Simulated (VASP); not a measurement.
TePb:

```
CELL_PARAMETERS angstrom
2.36606 -6.24289 0.00000
2.36606 6.24289 0.00000
0.00000 0.00000 4.70015
ATOMIC_POSITIONS crystal
Te 0.85400 0.14600 0.75000
Te 0.14600 0.85400 0.25000
Pb 0.55000 0.45000 0.75000
Pb 0.45000 0.55000 0.25000
```

```yaml
Program: VASP 6.6.1
Task: relaxation of cell and atoms
Functional: PBE
Potentials_or_basis: VASP PAW PBE potentials, release 64 (Te, Pb_d)
Cutoff: 500 eV
k_mesh: 4 × 4 × 4
Occupations: gaussian, width 0.1 eV
Spin: no spin polarisation
```

At the start: pressure 4.2 GPa; volume 34.71 Å³/atom.

How do energy, volume and symmetry change on relaxing?

Over 25 steps the energy falls by 687.9 meV/atom and the volume is 35.80 Å³/atom (+3.1 %); space group Cmcm (No. 63, to 0.1 Å) before and after.

The path:
```tsv
step	energy change (eV)	largest force (eV/Å)	pressure (GPa)	volume (Å³)
1	0.0000	3.4578	4.25	138.85
2	-1.3378	0.8634	-3.38	156.88
3	-1.3492	0.6207	-4.15	160.86
4	-1.3513	0.7337	-3.77	158.77
5	-1.8308	0.7657	-1.30	141.63
6	-1.9082	0.7912	0.80	133.33
7	-1.9082	0.7947	1.02	132.59
8	-2.0062	0.6428	0.54	133.12
9	-2.1728	0.2797	-0.35	134.70
10	-2.1961	0.2958	-0.52	135.43
11	-2.3052	0.1762	-0.26	134.11
12	-2.4534	0.1642	0.92	131.15
13	-2.3576	0.2805	5.33	124.09
14	-2.4968	0.2636	2.27	128.68
15	-2.5766	0.3241	1.73	131.02
16	-2.6690	0.4639	0.40	137.56
17	-2.6697	0.4548	0.46	137.21
18	-2.6884	0.3963	0.25	138.08
19	-2.7075	0.2188	-0.16	140.28
20	-2.7208	0.1571	-0.03	140.31
21	-2.7399	0.0725	0.36	140.36
22	-2.7415	0.0877	0.52	140.38
23	-2.7481	0.0718	-0.35	144.18
24	-2.7489	0.0380	-0.13	143.21
25	-2.7516	0.0125	-0.07	143.20
```

Final structure:
```
Te Pb
1.0
     2.28942   -6.56937    0.00000
     2.28942    6.56937    0.00000
     0.00000    0.00000    4.76069
Te Pb
2 2
Direct
  0.87017 0.12983 0.75000
  0.12983 0.87017 0.25000
  0.63907 0.36093 0.75000
  0.36093 0.63907 0.25000
```
